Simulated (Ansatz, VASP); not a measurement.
# One calculation of HgTe, two programs

INCAR

```
SYSTEM = HgTe
PREC = Accurate
ENCUT = 520
EDIFF = 1E-8
ISMEAR = -1
SIGMA = 0.03
LREAL = .False.
LASPH = .True.
NELM = 100
ALGO = Normal
ISIF = 2
LWAVE = .False.
LCHARG = .False.
GGA = CA
LEFG = .True.
NBANDS = 16
```

Contents of KPOINTS:

```
Automatic mesh
0
Gamma
  11 11 11
  0 0 0
```

File POSCAR:

```
HgTe
1.0
    0.0000000000      3.2659193382      3.2659193382
    3.2659193382      0.0000000000      3.2659193382
    3.2659193382      3.2659193382      0.0000000000
Hg Te
1 1
Direct
    0.0000000000      0.0000000000      0.0000000000
    0.7500000000      0.7500000000      0.7500000000
```

Input for Ansatz:

```yaml
crystal:
  lattice:
    - [0.0, 3.2659193382, 3.2659193382]
    - [3.2659193382, 0.0, 3.2659193382]
    - [3.2659193382, 3.2659193382, 0.0]
  atoms:
    - { symbol: Hg, position: [0.0, 0.0, 0.0] }
    - { symbol: Te, position: [0.75, 0.75, 0.75] }
kpoints:
  mp_grid: { grid: [11, 11, 11] }
scf:
  occupations: { method: fermi_dirac, width: 0.03 }
hamiltonian:
  xc: lda
  pseudopotentials: { kind: all_electron, datasets: crystal }
output:
  forces: true
  stress: true
  eigenvalues: true
  efg: { contact_densities: true }
```

Change from the starting cell: volume scaled by 1.04, crystal datasets.

Alike in both runs: task electric field gradients; functional LDA; k mesh 11 × 11 × 11; occupations fermi-dirac, width 0.03 eV; no spin polarisation.

|  | VASP | Ansatz |
| --- | --- | --- |
| version | VASP 6.6.1 | Ansatz 0.2.0 |
| potentials or method | VASP PAW LDA potentials, release 64 (Hg, Te), cutoff 520 eV | all-electron PAW with datasets made for the crystal, scalar-relativistic |

VASP gave:

* pressure (GPa): -1.7

Q: What did Ansatz give for the same quantities?

A: Pressure (GPa): -1.9.

LDA's correlation is that of Perdew and Zunger in VASP and of Perdew and Wang (1992) in Ansatz. Ansatz ran all-electron here, and VASP with PAW potentials.

Spin-orbit coupling is off throughout.
